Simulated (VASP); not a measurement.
A run of VASP 6.6.1 is set up as follows.

The input INCAR:

```
ALGO = Normal
EDIFF = 1E-6
ENCUT = 520
GGA = PS
ISIF = 2
ISMEAR = -1
ISPIN = 2
LASPH = T
LCHARG = F
LMAXMIX = 4
LORBIT = 11
LREAL = F
LWAVE = F
MAGMOM = 1.695
NBANDS = 14
NELM = 150
PREC = Accurate
SIGMA = 0.05
```

The input KPOINTS:

```
k-points
0
Gamma
  25 25 25
```

The input POSCAR:

```
Co
1.0
    0.0000000000      1.7348701647      1.7348701647
    1.7348701647      0.0000000000      1.7348701647
    1.7348701647      1.7348701647      0.0000000000
Co
1
Direct
    0.0000000000      0.0000000000      0.0000000000
```

Potentials or basis: VASP PAW PBE potentials, release 64 (Co).

Launch:

```bash
$ cat potpaw_PBE.64/Co/POTCAR > POTCAR
$ mpirun -np 1 vasp_std > vasp.out
```

Predict the net moment.

1.61 μB per cell.

Predict the pressure.

-1.4 GPa.

Caveat: the PAW data sets were made with another functional, which shifts forces and pressure a little.
